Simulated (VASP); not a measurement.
# BN (F-43m) in VASP: settings compared

The runs below take BN through relaxation of the atoms, single point, with r2SCAN, HSE06.

All numbers are computed with VASP 6.6.1; they aren't measurements. Logs are shortened: lines on timing, memory, paths and dates and some standing lists are left out, and cuts for length are marked.

**1. The cell of the first run**

Symmetry: F-43m, No. 216, cubic system. The conventional cell has a = 3.633 Å, b = 3.633 Å, c = 3.633 Å, α = 90.00°, β = 90.00°, γ = 90.00°. B (site symmetry -43m) has 4 N at 1.57 Å within 2.1 Å. N (site symmetry -43m) has 4 B at 1.57 Å within 2.1 Å.

**2. Relaxation of the atoms, r2SCAN**

File POSCAR:

```
BN
1.0
    0.0000000000      1.8163717900      1.8163717900
    1.8163717900      0.0000000000      1.8163717900
    1.8163717900      1.8163717900      0.0000000000
B N
1 1
Direct
    0.0000000000      0.0000000000      0.0000000000
    0.2500000000      0.2500000000      0.2500000000
```

File INCAR.step1:

```
SYSTEM = BN
PREC = Accurate
ENCUT = 520
ISMEAR = -1
SIGMA = 0.02
LREAL = .FALSE.
LASPH = .TRUE.
NELM = 100
GGA = PE
ALGO = Normal
EDIFF = 1E-4
LWAVE = .TRUE.
LCHARG = .FALSE.
```

File INCAR.step2:

```
SYSTEM = BN
PREC = Accurate
ENCUT = 520
EDIFF = 1E-6
ISMEAR = -1
SIGMA = 0.02
LREAL = .FALSE.
LASPH = .TRUE.
NELM = 100
ALGO = Normal
ISIF = 2
LWAVE = .FALSE.
LCHARG = .FALSE.
METAGGA = R2SCAN
LMIXTAU = .TRUE.
IBRION = 2
NSW = 50
EDIFFG = -0.01
ISTART = 1
```

File KPOINTS:

```
Automatic mesh
0
G
  14 14 14
  0 0 0
```

Potentials or basis: VASP PAW PBE potentials, release 64 (B, N).

Launch:

```bash
$ cat potpaw_PBE.64/B/POTCAR potpaw_PBE.64/N/POTCAR > POTCAR
$ cp INCAR.step1 INCAR
$ mpirun -np 1 vasp_std > vasp.out
$ cp INCAR.step2 INCAR
$ mpirun -np 1 vasp_std > vasp.out
```

OUTCAR:

```text
SYSTEM = BN
   PREC = Accurate
   ENCUT = 520
   EDIFF = 1E-6
   ISMEAR = -1
   LREAL = .FALSE.
   LASPH = .TRUE.
   NELM = 100
   ISIF = 2
   METAGGA = R2SCAN
   IBRION = 2
   NSW = 50
   EDIFFG = -0.01
   ISTART = 1

 ion  position               nearest neighbor table
   1  0.000  0.000  0.000-   2 1.57   2 1.57   2 1.57   2 1.57
   2  0.250  0.250  0.250-   1 1.57   1 1.57   1 1.57   1 1.57

  LATTYP: Found a face centered cubic cell.
 ALAT       =     3.6327435800

  Lattice vectors:

 A1 = (   0.0000000000,   1.8163717900,   1.8163717900)
 A2 = (   1.8163717900,   0.0000000000,   1.8163717900)
 A3 = (   1.8163717900,   1.8163717900,   0.0000000000)

Analysis of symmetry for initial positions (statically):
=====================================================================
 Subroutine PRICEL returns:
 Original cell was already a primitive cell.

 Routine SETGRP: Setting up the symmetry group for a
 face centered cubic supercell.

 Subroutine GETGRP returns: Found 24 space group operations
 (whereof 24 operations were pure point group operations)
 out of a pool of 48 trial point group operations.

The static configuration has the point symmetry T_d .

Analysis of symmetry for dynamics (positions and initial velocities):
=====================================================================
 Subroutine PRICEL returns:
 Original cell was already a primitive cell.

 Routine SETGRP: Setting up the symmetry group for a
 face centered cubic supercell.

 Subroutine GETGRP returns: Found 24 space group operations
 (whereof 24 operations were pure point group operations)
 out of a pool of 48 trial point group operations.

The dynamic configuration has the point symmetry T_d .

 Subroutine INISYM returns: Found 24 space group operations
 (whereof 24 operations are pure point group operations),
 and found     1 'primitive' translations

----------------------------------------------------------------------------------------

                                     Primitive cell

  volume of cell :      11.9852

  direct lattice vectors                    reciprocal lattice vectors
     0.000000000  1.816371790  1.816371790    -0.275274040  0.275274040  0.275274040
     1.816371790  0.000000000  1.816371790     0.275274040 -0.275274040  0.275274040
     1.816371790  1.816371790  0.000000000     0.275274040  0.275274040 -0.275274040

  length of vectors
     2.568737620  2.568737620  2.568737620     0.476788623  0.476788623  0.476788623

  position of ions in fractional coordinates (direct lattice)
     0.000000000  0.000000000  0.000000000
     0.250000000  0.250000000  0.250000000

  ion indices of the primitive-cell ions
   primitive index   ion index
                 1           1
                 2           2

----------------------------------------------------------------------------------------

 KPOINTS: Automatic mesh

Automatic generation of k-mesh.
 Grid dimensions read from file:
 generate k-points for:   14   14   14

 Generating k-lattice:

  Cartesian coordinates                     Fractional coordinates (reciprocal lattice)
    -0.019662431  0.019662431  0.019662431     0.071428571  0.000000000  0.000000000
     0.019662431 -0.019662431  0.019662431     0.000000000  0.071428571  0.000000000
     0.019662431  0.019662431 -0.019662431     0.000000000  0.000000000  0.071428571

  Length of vectors
     0.034056330  0.034056330  0.034056330

  Shift w.r.t. Gamma in fractional coordinates (k-lattice)
     0.000000000  0.000000000  0.000000000

 Subroutine IBZKPT returns following result:
 ===========================================

 Found    104 irreducible k-points:

 Following reciprocal coordinates:
            Coordinates               Weight
  0.000000  0.000000  0.000000      1.000000
  0.071429  0.000000  0.000000      8.000000
  0.142857  0.000000  0.000000      8.000000
  0.214286  0.000000  0.000000      8.000000
  0.285714  0.000000  0.000000      8.000000
  0.357143  0.000000  0.000000      8.000000
[... 16 lines left out ...]
  0.214286  0.142857  0.000000     24.000000
  0.285714  0.142857  0.000000     24.000000
 [... further k-points ...]
   k-points           NKPTS =    104   k-points in BZ     NKDIM =    104   number of bands    NBANDS=      8
   number of dos      NEDOS =    301   number of ions     NIONS =      2
   total plane-waves  NPLWV =   8000
   dimension x,y,z NGX =    20 NGY =   20 NGZ =   20
   dimension x,y,z NGXF=    40 NGYF=   40 NGZF=   40
   ions per type =               1   1
   NGX,Y,Z   is equivalent  to a cutoff of  12.94, 12.94, 12.94 a.u.
   NGXF,Y,Z  is equivalent  to a cutoff of  25.89, 25.89, 25.89 a.u.
 SYSTEM =  BN
   PREC   = accura    normal or accurate (medium, high low for compatibility)
   ISTART =      1    job   : 0-new  1-cont  2-samecut
   ICHARG =      0    charge: 1-file 2-atom 10-const
   ISPIN  =      1    spin polarized calculation?
   LNONCOLLINEAR =      F non collinear calculations
   LSORBIT =      F    spin-orbit coupling
   LASPH  =      T    aspherical Exc in radial PAW
   ENCUT  =  520.0 eV  38.22 Ry    6.18 a.u.   4.78  4.78  4.78*2*pi/ulx,y,z
   NELM   =    100;   NELMIN=  2; NELMDL=  0     # of ELM steps
   EDIFF  = 0.1E-05   stopping-criterion for ELM
   LREAL  =      F    real-space projection
   EDIFFG = -.1E-01   stopping-criterion for IOM
   NSW    =     50    number of steps for IOM
   IBRION =      2    ionic relax: 0-MD 1-quasi-New 2-CG
   NFREE  =      1    steps in history (QN), initial steepest desc. (CG)
   ISIF   =      2    stress and relaxation
   ISYM   =      2    0-nonsym 1-usesym 2-fastsym
   POTIM  = 0.5000    time-step for ionic-motion
   TEBEG  =    0.0;   TEEND  =   0.0 temperature during run
   PSTRESS=    0.0 pullay stress
   NELECT =       8.0000    total number of electrons
   NUPDOWN=      -1.0000    fix difference up-down
   EMIN   =  10.00;   EMAX   =-10.00  energy-range for DOS
   EFERMI =   0.00;   METHOD = LEGACY
   ISMEAR =    -1;   SIGMA  =   0.02  broadening in eV -4-tet -1-fermi 0-gaus
   EFERMI_NEDOS =   21; number of points for ismear=-14 and -15
   IALGO  =     38    algorithm
   IMIX   =      4    mixing-type and parameters
     AMIX     =   0.40;   BMIX     =  1.00
     AMIX_MAG =   1.60;   BMIX_MAG =  1.00
  volume/ion in A,a.u.               =       5.99        40.44
  Fermi-wavevector in a.u.,A,eV,Ry     =   1.430727  2.703682 27.850847  2.046979
  Thomas-Fermi vector in A             =   2.550541
   LORBIT       =      0    0 simple, 1 ext, 2 COOP (PROOUT), +10 PAW based schemes
   METAGGA = R2SCAN    functional components
   LHFCALC =     F    Hartree Fock is set to
   AEXX    =    0.0000 exact exchange contribution
   IVDW    =     0    specifies the selected vdW correction
   LEPSILON=     F    determine dielectric tensor
   LRPA    =     F    only Hartree local field effects (RPA)
 conjugate gradient relaxation of ions
 non-spin polarized calculation
  energy-cutoff  :      520.00
  volume of cell :       11.99
 maximum number of plane-waves:       332
   NGX =  9   NGY =  9   NGZ =  9

 number of electron       7.9999999 magnetization

 Free energy of the ion-electron system (eV)
  ---------------------------------------------------
  ext. energy  EPLUGINS =         0.00000000
  ---------------------------------------------------
  free energy    TOTEN  =       -19.16850131 eV

  energy without entropy =      -19.16850131  energy(sigma->0) =      -19.16850131

 E-fermi :   7.4906     XC(G=0): -13.5686

 val. band max:        7.0628949281   @ k =   0.0000   0.0000   0.0000
 cond. band min:      12.0207176147   @ k =   0.5000   0.5000   0.0000
 fundamental gap:      4.9578226866
 Fermi energy:         7.4905615007

 k-point     1 :       0.0000    0.0000    0.0000
  band No.  band energies     occupation
      1     -14.0588      2.00000
      2       7.0629      2.00000
      3       7.0629      2.00000
      4       7.0629      2.00000
      5      16.5171      0.00000
      6      16.5171      0.00000
      7      16.5171      0.00000
      8      17.8734      0.00000

 k-point     2 :       0.0714    0.0000    0.0000
  band No.  band energies     occupation
      1     -13.9317      2.00000
      2       6.3542      2.00000
      3       6.9263      2.00000
      4       6.9263      2.00000
      5      16.6734      0.00000
      6      16.7285      0.00000
      7      16.7285      0.00000
      8      18.3238      0.00000

 k-point     3 :       0.1429    0.0000    0.0000
  band No.  band energies     occupation
      1     -13.5540      2.00000
      2       4.6347      2.00000
      3       6.5756      2.00000
      4       6.5756      2.00000
      5      16.9096      0.00000
      6      17.2557      0.00000
      7      17.2557      0.00000
      8      19.4819      0.00000

 k-point     4 :       0.2143    0.0000    0.0000
  band No.  band energies     occupation
      1     -12.9391      2.00000
      2       2.5035      2.00000
      3       6.1329      2.00000
      4       6.1329      2.00000
      5      17.1309      0.00000
      6      17.8470      0.00000
      7      17.8470      0.00000
      8      20.8019      0.00000

 k-point     5 :       0.2857    0.0000    0.0000
  band No.  band energies     occupation
      1     -12.1175      2.00000
      2       0.3210      2.00000
      3       5.7067      2.00000
      4       5.7067      2.00000
      5      17.3370      0.00000
      6      18.2653      0.00000
      7      18.2653      0.00000
      8      21.9196      0.00000
[... 177 lines left out ...]
 k-point    22 :       0.1429    0.1429    0.0000
  band No.  band energies     occupation
      1     -13.3865      2.00000
      2       5.3853      2.00000
      3       5.6591      2.00000
      4       5.6591      2.00000
      5      15.6539      0.00000
      6      18.5154      0.00000
      7      18.5154      0.00000
      8      19.3091      0.00000

 k-point    23 :       0.2143    0.1429    0.0000
  band No.  band energies     occupation
      1     -12.9347      2.00000
      2       3.8119      2.00000
      3       5.1173      2.00000
      4       5.5029      2.00000
      5      15.5823      0.00000
      6      19.0340      0.00000
      7      19.3469      0.00000
      8      19.9943      0.00000

 k-point    24 :       0.2857    0.1429    0.0000
  band No.  band energies     occupation
      1     -12.2587      2.00000
      2       1.8453      2.00000
      3       4.6695      2.00000
      4       5.1426      2.00000
      5      15.9048      0.00000
      6      19.3567      0.00000
      7      19.9793      0.00000
      8      20.6020      0.00000

 [... further k-points ...]

------------------------ aborting loop because EDIFF is reached ----------------------------------------

  FORCE on cell =-STRESS in cart. coord.  units (eV):
  Direction    XX          YY          ZZ          XY          YZ          ZX
  --------------------------------------------------------------------------------------
  -------------------------------------------------------------------------------------
  Total       -0.4613180     -0.4613180     -0.4613180      0.0000000      0.0000000      0.0000000
  in kB      -61.6689805    -61.6689805    -61.6689805      0.0000000      0.0000000      0.0000000
  external PRESSURE =     -61.6689805 kB  Pullay stress =       0.0000000 kB

 VOLUME and BASIS-vectors are now :
 -----------------------------------------------------------------------------
  energy-cutoff  :      520.00
  volume of cell :       11.99
      direct lattice vectors                 reciprocal lattice vectors
     0.000000000  1.816371790  1.816371790    -0.275274040  0.275274040  0.275274040
     1.816371790  0.000000000  1.816371790     0.275274040 -0.275274040  0.275274040
     1.816371790  1.816371790  0.000000000     0.275274040  0.275274040 -0.275274040

 POSITION                                       TOTAL-FORCE (eV/Angst)
 -----------------------------------------------------------------------------------
      0.00000      0.00000      0.00000         0.000000      0.000000      0.000000
      0.90819      0.90819      0.90819        -0.000000     -0.000000     -0.000000
 -----------------------------------------------------------------------------------
    total drift:                                0.000000      0.000000      0.000000

  FREE ENERGIE OF THE ION-ELECTRON SYSTEM (eV)
  ---------------------------------------------------
  free  energy   TOTEN  =       -19.1685013150 eV

  energy  without entropy=      -19.1685013150  energy(sigma->0) =      -19.16850131

 reached required accuracy - stopping structural energy minimisation
```

Wall time 23 s (1 thread of Intel Xeon Platinum 8488C (Sapphire Rapids), shared host); peak memory 0.13 GiB.

Results:

| Item | Value |
| --- | --- |
| Free energy | -19.1685 eV |
| Pressure after relaxing | -6.2 GPa |
| Band gap on the k mesh | 4.96 eV (least direct gap 9.45 eV) |

Final structure:
```yaml
crystal:
  lattice:
    - [0.00000, 1.81637, 1.81637]
    - [1.81637, 0.00000, 1.81637]
    - [1.81637, 1.81637, 0.00000]
  atoms:
    - { symbol: B, position: [0.00000, 0.00000, 0.00000] }
    - { symbol: N, position: [0.25000, 0.25000, 0.25000] }
```

Levels at points of the mesh, in eV from the valence-band top:
```csv
k point,band 1,band 2,band 3,band 4,band 5,band 6,band 7,band 8
"(0.00, 0.00, 0.00)",-21.12,0.00,0.00,0.00,9.45,9.45,9.45,10.81
"(0.50, 0.00, 0.00)",-16.90,-10.95,-1.99,-1.99,10.59,11.39,11.39,16.24
"(0.50, 0.50, 0.00)",-15.50,-9.22,-5.02,-5.02,4.96,9.73,19.02,19.02
```

Caveat: the relaxation stopped at its first step, so nothing moved; the PAW data sets were made with another functional, which shifts forces and pressure a little. A k mesh can miss the band edges.

(Part 1 of 2 ends here.)
